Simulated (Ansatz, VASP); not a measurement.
## TiAl3: VASP beside Ansatz

The input INCAR:

```
PREC = Accurate ; ENCUT = 520
EDIFF = 1E-6 ; ISMEAR = -1
SIGMA = 0.05 ; LREAL = F
LASPH = T ; NELM = 60
ALGO = Normal ; ISIF = 2
LWAVE = F ; LCHARG = T
LELF = T ; LVHAR = T
NBANDS = 18
```

The input KPOINTS:

```
regular mesh
0
Gamma
  10 10 10
```

POSCAR

```
TiAl3
1.0
   -1.9111067713      1.9111067713      4.2806687947
    1.9111067713     -1.9111067713      4.2806687947
    1.9111067713      1.9111067713     -4.2806687947
Ti Al
1 3
Direct
    0.0000000000      0.0000000000      0.0000000000
    0.2500000000      0.7500000000      0.5000000000
    0.7500000000      0.2500000000      0.5000000000
    0.5000000000      0.5000000000      0.0000000000
```

The input input.yaml:

```yaml
crystal:
  lattice:
    - [-1.9111067713, 1.9111067713, 4.2806687947]
    - [1.9111067713, -1.9111067713, 4.2806687947]
    - [1.9111067713, 1.9111067713, -4.2806687947]
  atoms:
    - { symbol: Ti, position: [0.0, 0.0, 0.0] }
    - { symbol: Al, position: [0.25, 0.75, 0.5] }
    - { symbol: Al, position: [0.75, 0.25, 0.5] }
    - { symbol: Al, position: [0.5, 0.5, 0.0] }
hamiltonian:
  xc: lda
  pseudopotentials: { kind: paw }
kpoints:
  mp_grid: { grid: [10, 10, 10] }
scf:
  occupations: { method: fermi_dirac, width: 0.05 }
output:
  forces: true
  stress: true
  eigenvalues: true
  write_density: true
  write_potential: true
  elf: true
  volumetric_format: npy
```

Alike in both runs: task single point; functional LDA; k mesh 10 × 10 × 10; occupations fermi-dirac, width 0.05 eV; no spin polarisation.

```csv
,VASP,Ansatz
version,VASP 6.6.1,Ansatz 0.2.0
potentials or method,"VASP PAW LDA potentials, release 64 (Ti_sv, Al)",Ansatz PAW
plane-wave cutoff (eV),520,420
valence electrons in the cell,21,21
```

```csv
,VASP,Ansatz,Ansatz less VASP
gap on the k mesh at the Fermi level (eV),none,none,-
pressure (GPa),-3.4,-3.5,-0.07
"traceless stress, the component that is largest in VASP (GPa)",0.25,0.26,+0.008
```

LDA's correlation is that of Perdew and Zunger in VASP and of Perdew and Wang (1992) in Ansatz. A gap of «none» marks a metal or a gap that the smearing closes.
